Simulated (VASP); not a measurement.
Here is a VASP 6.6.1 calculation.

POSCAR

```
Hg6PO6
1.0
    4.5454710736      2.6243291196      2.7381754717
   -4.5454710736      2.6243291196      2.7381754717
    0.0000000000     -5.2486577243      2.7381759652
O Hg P
6 6 1
Direct
    0.9705444384      0.0962829983      0.2846932893
    0.2846932893      0.9705444384      0.0962829983
    0.0962829983      0.2846932893      0.9705444384
    0.0294555616      0.9037170017      0.7153067107
    0.7153067107      0.0294555616      0.9037170017
    0.9037170017      0.7153067107      0.0294555616
    0.6164311775      0.2423636347      0.2624250290
    0.2624250290      0.6164311775      0.2423636347
    0.2423636347      0.2624250290      0.6164311775
    0.3835688225      0.7576363653      0.7375749710
    0.7375749710      0.3835688225      0.7576363653
    0.7576363653      0.7375749710      0.3835688225
    0.0000000000      0.0000000000      0.0000000000
```

Contents of INCAR.step1:

```
SYSTEM = Hg6PO6
PREC = Accurate
ENCUT = 520
ISMEAR = -1
SIGMA = 0.1
LREAL = .FALSE.
LASPH = .TRUE.
NELM = 100
NBANDS = 68
GGA = PE
ALGO = Normal
EDIFF = 1E-4
LWAVE = .TRUE.
LCHARG = .FALSE.
```

The input INCAR.step2:

```
SYSTEM = Hg6PO6
PREC = Accurate
ENCUT = 520
EDIFF = 1E-6
ISMEAR = -1
SIGMA = 0.1
LREAL = .FALSE.
LASPH = .TRUE.
NELM = 100
ALGO = Normal
ISIF = 2
LWAVE = .FALSE.
LCHARG = .TRUE.
METAGGA = R2SCAN
LMIXTAU = .TRUE.
LELF = .TRUE.
LVHAR = .TRUE.
NBANDS = 68
ISTART = 1
```

KPOINTS

```
Automatic mesh
0
G
  4 4 4
  0 0 0
```

Potentials or basis: VASP PAW PBE potentials, release 64 (O, Hg, P).

Run with:

```sh
$ cat potpaw_PBE.64/O/POTCAR potpaw_PBE.64/Hg/POTCAR potpaw_PBE.64/P/POTCAR > POTCAR
$ cp INCAR.step1 INCAR
$ mpirun -np 1 vasp_std > vasp.out
$ cp INCAR.step2 INCAR
$ mpirun -np 1 vasp_std > vasp.out
```

**Question.** What does it give for the band gap on the k mesh?

**Answer.** Zero (an odd number of electrons rules out a gap without spin polarisation).

**Question.** Predict the pressure.

**Answer.** 1.0 GPa.

Stress tensor (GPa, compression positive):
```
0.77 0.00 0.00
0.00 0.77 0.00
0.00 0.00 1.44
```

Caveat: the PAW data sets were made with another functional, which shifts forces and pressure a little; spin-orbit coupling is left out, which moves the levels of the heavy elements; an odd number of electrons without spin polarisation forces a metal; a magnetic or distorted state may lie lower.
